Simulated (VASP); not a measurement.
# W (Pbcm) in VASP: further runs

The runs below take W through single point, with r2SCAN.

Everything below comes from runs of VASP 6.6.1. Logs are shortened: lines on timing, memory, paths and dates and some standing lists are left out, and cuts for length are marked.

**1. The cell of the first run**

It takes space group Pbcm (No. 57, orthorhombic). The conventional cell has a = 2.856 Å, b = 4.944 Å, c = 5.004 Å, α = 90.00°, β = 90.00°, γ = 90.00°. Within 3.6 Å of W (site symmetry m) lie 12 W at 2.74 to 3.11 Å.

**2. Single point, r2SCAN**

File POSCAR:

```
W
1.0
    2.8557302207      0.0000000000      0.0000000000
    0.0000000000      4.9436197480      0.0000000000
    0.0000000000      0.0000000000      5.0044256601
W
4
Direct
    0.7931720000      0.5631570000      0.2500000000
    0.2068280000      0.0631570000      0.2500000000
    0.2068280000      0.4368430000      0.7500000000
    0.7931720000      0.9368430000      0.7500000000
```

File INCAR.step1:

```
SYSTEM = W
PREC     = Accurate       ! precision mode
ENCUT    = 520            ! plane-wave cutoff, eV
ISMEAR   = 1              ! smearing method
SIGMA    = 0.1            ! smearing width, eV
LREAL    = .FALSE.        ! projectors in reciprocal space
LASPH    = .TRUE.         ! aspherical terms in the spheres
NELM     = 80             ! most SCF steps
NBANDS   = 36             ! bands
GGA      = PE             ! functional
ALGO     = Normal         ! electronic algorithm
EDIFF    = 1E-4           ! SCF threshold, eV
LWAVE    = .TRUE.         ! write WAVECAR
LCHARG   = .FALSE.        ! write CHGCAR
```

File INCAR.step2:

```
SYSTEM = W
PREC     = Accurate       ! precision mode
ENCUT    = 520            ! plane-wave cutoff, eV
EDIFF    = 1E-6           ! SCF threshold, eV
ISMEAR   = 1              ! smearing method
SIGMA    = 0.1            ! smearing width, eV
LREAL    = .FALSE.        ! projectors in reciprocal space
LASPH    = .TRUE.         ! aspherical terms in the spheres
NELM     = 80             ! most SCF steps
ALGO     = Normal         ! electronic algorithm
ISIF     = 2              ! what is computed and relaxed
LWAVE    = .FALSE.        ! write WAVECAR
LCHARG   = .FALSE.        ! write CHGCAR
METAGGA  = R2SCAN         ! meta-GGA
LMIXTAU  = .TRUE.       
NBANDS   = 36             ! bands
ISTART   = 1
```

File KPOINTS:

```
Automatic mesh
0
G
  8 5 5
  0 0 0
```

Potentials or basis: VASP PAW PBE potentials, release 64 (W_sv).

Run with:

```
$ cat potpaw_PBE.64/W_sv/POTCAR > POTCAR
$ cp INCAR.step1 INCAR
$ mpirun -np 1 vasp_std > vasp.out
$ cp INCAR.step2 INCAR
$ mpirun -np 1 vasp_std > vasp.out
```

OUTCAR:

```text
SYSTEM = W
   PREC = Accurate
   ENCUT = 520
   EDIFF = 1E-6
   ISMEAR = 1
   LREAL = .FALSE.
   LASPH = .TRUE.
   NELM = 80
   ISIF = 2
   METAGGA = R2SCAN
   ISTART = 1

 ion  position               nearest neighbor table
   1  0.793  0.563  0.250-   2 2.74   2 2.74   3 2.84   3 2.84   2 2.99   2 2.99   3 3.07   3 3.07
                             4 3.11   4 3.11
   2  0.207  0.063  0.250-   1 2.74   1 2.74   4 2.84   4 2.84   1 2.99   1 2.99   4 3.07   4 3.07
                             3 3.11   3 3.11
   3  0.207  0.437  0.750-   4 2.74   4 2.74   1 2.84   1 2.84   4 2.99   4 2.99   1 3.07   1 3.07
                             2 3.11   2 3.11
   4  0.793  0.937  0.750-   3 2.74   3 2.74   2 2.84   2 2.84   3 2.99   3 2.99   2 3.07   2 3.07
                             1 3.11   1 3.11

  LATTYP: Found a simple orthorhombic cell.
 ALAT       =     2.8557302207
 B/A-ratio  =     1.7311228183
 C/A-ratio  =     1.7524154151

  Lattice vectors:

 A1 = (   2.8557302207,   0.0000000000,   0.0000000000)
 A2 = (   0.0000000000,   4.9436197480,   0.0000000000)
 A3 = (   0.0000000000,   0.0000000000,   5.0044256601)

Analysis of symmetry for initial positions (statically):
=====================================================================
 Subroutine PRICEL returns:
 Original cell was already a primitive cell.

 Routine SETGRP: Setting up the symmetry group for a
 simple orthorhombic supercell.

 Subroutine GETGRP returns: Found  8 space group operations
 (whereof  2 operations were pure point group operations)
 out of a pool of  8 trial point group operations.

The static configuration has the point symmetry S_2 .
 The point group associated with its full space group is D_2h.

Analysis of symmetry for dynamics (positions and initial velocities):
=====================================================================
 Subroutine PRICEL returns:
 Original cell was already a primitive cell.

 Routine SETGRP: Setting up the symmetry group for a
 simple orthorhombic supercell.

 Subroutine GETGRP returns: Found  8 space group operations
 (whereof  2 operations were pure point group operations)
 out of a pool of  8 trial point group operations.

The dynamic configuration has the point symmetry S_2 .
 The point group associated with its full space group is D_2h.

 Subroutine INISYM returns: Found  8 space group operations
 (whereof  2 operations are pure point group operations),
[... 99 lines left out ...]
   NELM   =     80;   NELMIN=  2; NELMDL=  0     # of ELM steps
   EDIFF  = 0.1E-05   stopping-criterion for ELM
   LREAL  =      F    real-space projection
   EDIFFG = 0.1E-04   stopping-criterion for IOM
   NSW    =      0    number of steps for IOM
   IBRION =     -1    ionic relax: 0-MD 1-quasi-New 2-CG
   NFREE  =      0    steps in history (QN), initial steepest desc. (CG)
   ISIF   =      2    stress and relaxation
   ISYM   =      2    0-nonsym 1-usesym 2-fastsym
   POTIM  = 0.5000    time-step for ionic-motion
   TEBEG  =    0.0;   TEEND  =   0.0 temperature during run
   PSTRESS=    0.0 pullay stress
   NELECT =      56.0000    total number of electrons
   NUPDOWN=      -1.0000    fix difference up-down
   EMIN   =  10.00;   EMAX   =-10.00  energy-range for DOS
   EFERMI =   0.00;   METHOD = LEGACY
   ISMEAR =     1;   SIGMA  =   0.10  broadening in eV -4-tet -1-fermi 0-gaus
   EFERMI_NEDOS =   21; number of points for ismear=-14 and -15
   IALGO  =     38    algorithm
   IMIX   =      4    mixing-type and parameters
     AMIX     =   0.40;   BMIX     =  1.00
     AMIX_MAG =   1.60;   BMIX_MAG =  1.00
  volume/ion in A,a.u.               =      17.66       119.19
  Fermi-wavevector in a.u.,A,eV,Ry     =   1.515068  2.863063 31.231219  2.295430
  Thomas-Fermi vector in A             =   2.624641
   LORBIT       =      0    0 simple, 1 ext, 2 COOP (PROOUT), +10 PAW based schemes
   METAGGA = R2SCAN    functional components
   LHFCALC =     F    Hartree Fock is set to
   AEXX    =    0.0000 exact exchange contribution
   IVDW    =     0    specifies the selected vdW correction
   LEPSILON=     F    determine dielectric tensor
   LRPA    =     F    only Hartree local field effects (RPA)
 non-spin polarized calculation
 Methfessel and Paxton  Order N= 1 SIGMA  =   0.10
  energy-cutoff  :      520.00
  volume of cell :       70.65
 maximum number of plane-waves:      1924
 NGX is ok and might be reduce to    24
   NGX = 11   NGY = 19   NGZ = 19

 number of electron      55.9999998 magnetization

 Free energy of the ion-electron system (eV)
  ---------------------------------------------------
  ext. energy  EPLUGINS =         0.00000000
  ---------------------------------------------------
  free energy    TOTEN  =      -202.88050690 eV

  energy without entropy =     -202.87779889  energy(sigma->0) =     -202.87960423

 E-fermi :   9.5255     XC(G=0): -14.2304

 val. band max:        9.5186898894   @ k =   0.3750   0.2000   0.0000
 cond. band min:       9.5358669188   @ k =   0.5000   0.0000   0.2000
 fundamental gap:      0.0171770294
 Fermi energy:         9.5255365562

 k-point     1 :       0.0000    0.0000    0.0000
  band No.  band energies     occupation
      1     -66.3652      2.00000
      2     -66.2957      2.00000
      3     -66.2654      2.00000
      4     -66.2213      2.00000
      5     -30.3946      2.00000
      6     -30.3541      2.00000
[... 925 lines left out ...]
     35      13.2730      0.00000
     36      13.7124      0.00000

 [... further k-points ...]

------------------------ aborting loop because EDIFF is reached ----------------------------------------

  FORCE on cell =-STRESS in cart. coord.  units (eV):
  Direction    XX          YY          ZZ          XY          YZ          ZX
  --------------------------------------------------------------------------------------
  -------------------------------------------------------------------------------------
  Total       -9.2234455     -7.7290443     -6.4819387      0.0000000      0.0000000      0.0000000
  in kB     -209.1641689   -175.2749693   -146.9938027      0.0000000      0.0000000      0.0000000
  external PRESSURE =    -177.1443136 kB  Pullay stress =       0.0000000 kB

 VOLUME and BASIS-vectors are now :
 -----------------------------------------------------------------------------
  energy-cutoff  :      520.00
  volume of cell :       70.65
      direct lattice vectors                 reciprocal lattice vectors
     2.855730221  0.000000000  0.000000000     0.350173134  0.000000000  0.000000000
     0.000000000  4.943619748  0.000000000     0.000000000  0.202280930  0.000000000
     0.000000000  0.000000000  5.004425660     0.000000000  0.000000000  0.199823130

 POSITION                                       TOTAL-FORCE (eV/Angst)
 -----------------------------------------------------------------------------------
      2.26509      2.78403      1.25111         0.359807     -0.138969      0.000000
      0.59064      0.31222      1.25111        -0.359807     -0.138969      0.000000
      0.59064      2.15959      3.75332        -0.359807      0.138969      0.000000
      2.26509      4.63140      3.75332         0.359807      0.138969      0.000000
 -----------------------------------------------------------------------------------
    total drift:                                0.000000     -0.000000     -0.000000

  FREE ENERGIE OF THE ION-ELECTRON SYSTEM (eV)
  ---------------------------------------------------
  free  energy   TOTEN  =      -202.8805068961 eV

  energy  without entropy=     -202.8777988949  energy(sigma->0) =     -202.87960423
```

OSZICAR.step1:

```text
N       E                     dE             d eps       ncg     rms          rms(c)
DAV:   1     0.719043035973E+03    0.71904E+03   -0.33293E+04  3240   0.181E+03
DAV:   2    -0.153587715626E+02   -0.73440E+03   -0.72069E+03  3416   0.572E+02
DAV:   3    -0.512627271196E+02   -0.35904E+02   -0.34499E+02  3868   0.122E+02
DAV:   4    -0.522309700428E+02   -0.96824E+00   -0.95852E+00  3956   0.186E+01
DAV:   5    -0.522456370401E+02   -0.14667E-01   -0.14635E-01  3908   0.249E+00    0.340E+01
DAV:   6    -0.501323576638E+02    0.21133E+01   -0.32818E+00  3728   0.130E+01    0.125E+01
DAV:   7    -0.496512557568E+02    0.48110E+00   -0.15680E+00  3920   0.813E+00    0.123E+00
DAV:   8    -0.496353779975E+02    0.15878E-01   -0.41570E-02  3704   0.149E+00    0.253E-01
DAV:   9    -0.496348862034E+02    0.49179E-03   -0.27227E-03  4268   0.317E-01    0.102E-01
DAV:  10    -0.496348942492E+02   -0.80458E-05   -0.10462E-04  2232   0.672E-02
   1 F= -.49634894E+02 E0= -.49633927E+02  d E =-.290277E-02
```

It took 3.7 min on 1 thread of Intel Xeon Platinum 8488C (Sapphire Rapids), shared host; peak memory 0.24 GiB.

What came out:

```yaml
Free_energy: -202.8805 eV
Pressure: -17.7 GPa
Largest_force: 0.386 eV/Å
Band_gap_on_the_k_mesh: zero (bands 28 and 29 overlap by 1.03 eV)
```

Forces on the atoms (eV/Å):
```
W    0.360 -0.139  0.000
W   -0.360 -0.139  0.000
W   -0.360  0.139  0.000
W    0.360  0.139  0.000
```

Stress tensor (GPa, compression positive):
```
-20.92   0.00   0.00
  0.00 -17.53   0.00
  0.00   0.00 -14.70
```

Caveat: the cell stands under tension; the PAW data sets were made with another functional, which shifts forces and pressure a little; spin-orbit coupling is left out, which moves the levels of the heavy elements.

(Continued in part 2 of 2.)
